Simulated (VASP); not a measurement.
# Pt2Br3 (P-6m2) in VASP: relaxation of cell and atoms with PBE

Aim: the relaxation of cell and atoms of Pt2Br3 with PBE.

Everything below comes from runs of VASP 6.6.1. Logs are shortened: lines on timing, memory, paths and dates and some standing lists are left out, and cuts for length are marked.

## 1. The cell of the first run

It takes space group P-6m2 (No. 187, hexagonal). Conventional cell: a = 5.171 Å, b = 5.171 Å, c = 5.823 Å, α = 90.00°, β = 90.00°, γ = 120.00°. Pt (site symmetry 3m) has 1 Pt at 1.86 Å within 2.5 Å. Within 2.6 Å of Br (site symmetry mm2) lie 2 Br at 1.94 Å.

The cell was generated, and may not be a known phase.

## 2. Relaxation of cell and atoms, PBE

INCAR

```
PREC     = Accurate       # precision mode
ENCUT    = 600            # plane-wave cutoff, eV
EDIFF    = 1E-6           # SCF threshold, eV
ISMEAR   = 0              # smearing method
SIGMA    = 0.1            # smearing width, eV
LREAL    = False          # projectors in reciprocal space
LASPH    = True           # aspherical terms in the spheres
NELM     = 100            # most SCF steps
ALGO     = Normal         # electronic algorithm
ISIF     = 3              # what is computed and relaxed
LWAVE    = False          # write WAVECAR
LCHARG   = False          # write CHGCAR
GGA      = PE             # functional
IBRION   = 2              # ionic algorithm
NSW      = 90             # ionic steps
EDIFFG   = -0.04          # ionic threshold
```

KPOINTS

```
Automatic mesh
0
Gamma
  6 6 4
```

POSCAR

```
Pt2Br3
1.0
    5.1710608091      0.0000000000      0.0000000000
   -2.5855304046      4.4782700252      0.0000000000
    0.0000000000      0.0000000000      5.8233952620
Pt Br
2 3
Direct
    0.3333333333      0.6666666667      0.1596315904
    0.3333333333      0.6666666667      0.8403684096
    0.2500000000      0.1250000000      0.5000000000
    0.8750000000      0.1250000000      0.5000000000
    0.8750000000      0.7500000000      0.5000000000
```

Potentials or basis: VASP PAW PBE potentials, release 64 (Pt, Br).

Command:

```
$ cat potpaw_PBE.64/Pt/POTCAR potpaw_PBE.64/Br/POTCAR > POTCAR
$ mpirun -np 1 vasp_std > vasp.out
```

OUTCAR:

```text
PREC = Accurate
   ENCUT = 600
   EDIFF = 1E-6
   ISMEAR = 0
   LREAL = False
   LASPH = True
   NELM = 100
   ISIF = 3
   GGA = PE
   IBRION = 2
   NSW = 90
   EDIFFG = -0.04

 ion  position               nearest neighbor table
   1  0.333  0.667  0.160-   2 1.86
   2  0.333  0.667  0.840-   1 1.86
   3  0.250  0.125  0.500-   5 1.94   4 1.94
   4  0.875  0.125  0.500-   3 1.94   5 1.94
   5  0.875  0.750  0.500-   3 1.94   4 1.94

  LATTYP: Found a hexagonal cell.
 ALAT       =     5.1710608091
 C/A-ratio  =     1.1261509924

  Lattice vectors:

 A1 = (   5.1710608091,   0.0000000000,   0.0000000000)
 A2 = (  -2.5855304046,   4.4782700252,   0.0000000000)
 A3 = (   0.0000000000,   0.0000000000,   5.8233952620)

Analysis of symmetry for initial positions (statically):
=====================================================================
 Subroutine PRICEL returns:
 Original cell was already a primitive cell.

 Routine SETGRP: Setting up the symmetry group for a
 hexagonal supercell.

 Subroutine GETGRP returns: Found 12 space group operations
 (whereof 12 operations were pure point group operations)
 out of a pool of 24 trial point group operations.

The static configuration has the point symmetry D_3h.

Analysis of symmetry for dynamics (positions and initial velocities):
=====================================================================
 Subroutine PRICEL returns:
 Original cell was already a primitive cell.

 Routine SETGRP: Setting up the symmetry group for a
 hexagonal supercell.

 Subroutine GETGRP returns: Found 12 space group operations
 (whereof 12 operations were pure point group operations)
 out of a pool of 24 trial point group operations.

The dynamic configuration has the point symmetry D_3h.

 Subroutine INISYM returns: Found 12 space group operations
 (whereof 12 operations are pure point group operations),
 and found     1 'primitive' translations

----------------------------------------------------------------------------------------

                                     Primitive cell

  volume of cell :     134.8547

  direct lattice vectors                    reciprocal lattice vectors
     5.171060809  0.000000000  0.000000000     0.193383918  0.111650257  0.000000000
    -2.585530405  4.478270025  0.000000000     0.000000000  0.223300514  0.000000000
     0.000000000  0.000000000  5.823395262     0.000000000  0.000000000  0.171721127

  length of vectors
[... 102 lines left out ...]
   IMIX   =      4    mixing-type and parameters
     AMIX     =   0.40;   BMIX     =  1.00
     AMIX_MAG =   1.60;   BMIX_MAG =  1.00
  volume/ion in A,a.u.               =      26.97       182.01
  Fermi-wavevector in a.u.,A,eV,Ry     =   1.100814  2.080237 16.487432  1.211792
  Thomas-Fermi vector in A             =   2.237231
   LORBIT       =      0    0 simple, 1 ext, 2 COOP (PROOUT), +10 PAW based schemes
   GGA     = PE    functional components
   LHFCALC =     F    Hartree Fock is set to
   AEXX    =    0.0000 exact exchange contribution
   IVDW    =     0    specifies the selected vdW correction
   LEPSILON=     F    determine dielectric tensor
   LRPA    =     F    only Hartree local field effects (RPA)
 conjugate gradient relaxation of ions
 non-spin polarized calculation
 Gauss-broadening in eV      SIGMA  =   0.10
  energy-cutoff  :      600.00
  volume of cell :      134.85
 maximum number of plane-waves:      4528
 NGX is ok and might be reduce to    42
   NGX = 21   NGY = 21   NGZ = 23

--------------------------------------- Ionic step        1  -------------------------------------------

 number of electron      41.0000003 magnetization

 Free energy of the ion-electron system (eV)
  ---------------------------------------------------
  ext. energy  EPLUGINS =         0.00000000
  ---------------------------------------------------
  free energy    TOTEN  =         7.19263061 eV

  energy without entropy =        7.21504302  energy(sigma->0) =        7.20383682

------------------------ aborting loop because EDIFF is reached ----------------------------------------

  FORCE on cell =-STRESS in cart. coord.  units (eV):
  Direction    XX          YY          ZZ          XY          YZ          ZX
  --------------------------------------------------------------------------------------
  -------------------------------------------------------------------------------------
  Total       48.4407460     48.4407460     45.2688006     -0.0000000      0.0000000      0.0000000
  in kB      575.5131017    575.5131017    537.8279652     -0.0000000      0.0000000      0.0000000
  external PRESSURE =     562.9513896 kB  Pullay stress =       0.0000000 kB
[... 26 lines left out ...]
--------------------------------------- Ionic step        2  -------------------------------------------

 number of electron      41.0000003 magnetization

 E-fermi :  -0.8705     XC(G=0):  -4.2631

 val. band max:       -0.9075022067   @ k =   0.3333   0.3333   0.5000
 cond. band min:      -0.3292904826   @ k =   0.0000   0.0000   0.5000
 fundamental gap:      0.5782117241
 Fermi energy:        -0.8705308584

 k-point     1 :       0.0000    0.0000    0.0000
  band No.  band energies     occupation
      1     -38.5761      2.00000
      2     -23.2553      2.00000
      3     -23.2553      2.00000
      4     -22.4408      2.00000
      5     -15.4864      2.00000
      6     -11.9721      2.00000
[... 627 lines left out ...]
  FREE ENERGIE OF THE ION-ELECTRON SYSTEM (eV)
  ---------------------------------------------------
  free  energy   TOTEN  =        -7.9081350615 eV

  energy  without entropy=       -7.8500521946  energy(sigma->0) =       -7.87909363

[... ionic steps 4 to 30 ...]

--------------------------------------- Ionic step       31  -------------------------------------------

 number of electron      40.9999998 magnetization

------------------------ aborting loop because EDIFF is reached ----------------------------------------
[... 73 lines left out ...]
--------------------------------------- Ionic step       33  -------------------------------------------

 number of electron      40.9999997 magnetization

 Free energy of the ion-electron system (eV)
  ---------------------------------------------------
  ext. energy  EPLUGINS =         0.00000000
  ---------------------------------------------------
  free energy    TOTEN  =       -11.77968583 eV

  energy without entropy =      -11.76405493  energy(sigma->0) =      -11.77187038

 E-fermi :   1.6679     XC(G=0):  -8.5620

 val. band max:        1.6549088144   @ k =   0.1667   0.1667   0.5000
 cond. band min:       1.7595427586   @ k =   0.3333   0.1667   0.0000
 fundamental gap:      0.1046339443
 Fermi energy:         1.6678909982

 k-point     1 :       0.0000    0.0000    0.0000
  band No.  band energies     occupation
      1     -14.0779      2.00000
      2     -12.4453      2.00000
      3     -12.4453      2.00000
      4      -4.6597      2.00000
      5      -3.9836      2.00000
      6      -3.4142      2.00000
[... 588 lines left out ...]
  FREE ENERGIE OF THE ION-ELECTRON SYSTEM (eV)
  ---------------------------------------------------
  free  energy   TOTEN  =       -11.7796858308 eV

  energy  without entropy=      -11.7640549339  energy(sigma->0) =      -11.77187038

 reached required accuracy - stopping structural energy minimisation
```

Run time: 49 min. Hardware: 1 thread of Oxide Virtual Turin-like, shared host; peak memory 0.31 GiB.

What came out:

| Quantity | Value |
| --- | --- |
| Free energy | -11.7797 eV |
| Relaxed volume | 30.35 Å³/atom |
| Relaxed cell | a = 5.996 Å, b = 5.996 Å, c = 4.874 Å, α = 90.00°, β = 90.00°, γ = 120.00° |
| Space group after relaxing (to 0.1 Å) | P6/mmm (No. 191) |
| Pressure after relaxing | 0.0 GPa |
| Largest force after relaxing | 0.027 eV/Å |
| Band gap on the k mesh | zero (an odd number of electrons rules out a gap without spin polarisation) |

Forces on the atoms (eV/Å):
```
Pt   0.000  0.000 -0.027
Pt   0.000  0.000  0.027
Br   0.007  0.004  0.000
Br  -0.007  0.004  0.000
Br   0.000 -0.008  0.000
```

Final structure:
```
Pt Br
1.0
     5.99559    0.00000    0.00000
    -2.99780    5.19233    0.00000
     0.00000    0.00000    4.87426
Pt Br
2 3
Cartesian
  0.0000 3.4616 1.2146
  0.0000 3.4616 3.6596
  1.4980 0.8649 2.4371
  4.4976 0.8649 2.4371
  2.9978 3.4626 2.4371
```

Caveat: a cell axis changed by over 15 % at a fixed basis, so the end point is rough; spin-orbit coupling is left out, which moves the levels of the heavy elements; an odd number of electrons without spin polarisation forces a metal; a magnetic or distorted state may lie lower.

The gap in the log of VASP goes by the Fermi energy; the results here count the filled bands.